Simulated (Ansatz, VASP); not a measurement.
# Two plane-wave programs on TePb

```
CELL_PARAMETERS angstrom
0.00000 3.19050 3.19050
3.19050 0.00000 3.19050
3.19050 3.19050 0.00000
ATOMIC_POSITIONS crystal
Te 0.50000 0.50000 0.50000
Pb 0.00000 0.00000 0.00000
```

Alike in both runs: functional LDA; k mesh 8 × 8 × 8; occupations gaussian, width 0.02 eV; no spin polarisation.

Ansatz relaxed the structure, and its values are those at the end. VASP's run is a single point on that final structure, the one shown.

|  | VASP | Ansatz |
| --- | --- | --- |
| version | VASP 6.6.1 | Ansatz 0.2.0 |
| potentials or method | VASP PAW LDA potentials, release 64 (Te, Pb_d), cutoff 500 eV | scalar-relativistic, plane waves, PAW |
| valence electrons in the cell | 20 | 30 |

VASP gave:

- gap on the k mesh at the Fermi level (eV): 0.55
- least direct gap on the mesh (eV): 0.55
- pressure (GPa): 0.1

**Question.** Estimate Ansatz's values.

**Answer.** gap on the k mesh at the Fermi level (eV): 0.57; least direct gap on the mesh (eV): 0.57; pressure (GPa): 0.0.

LDA's correlation is that of Perdew and Zunger in VASP and of Perdew and Wang (1992) in Ansatz. VASP's potentials hold 20 valence electrons a cell and Ansatz's 30, so a difference there can come from the potentials and not from the codes.

Spin-orbit coupling is off throughout.
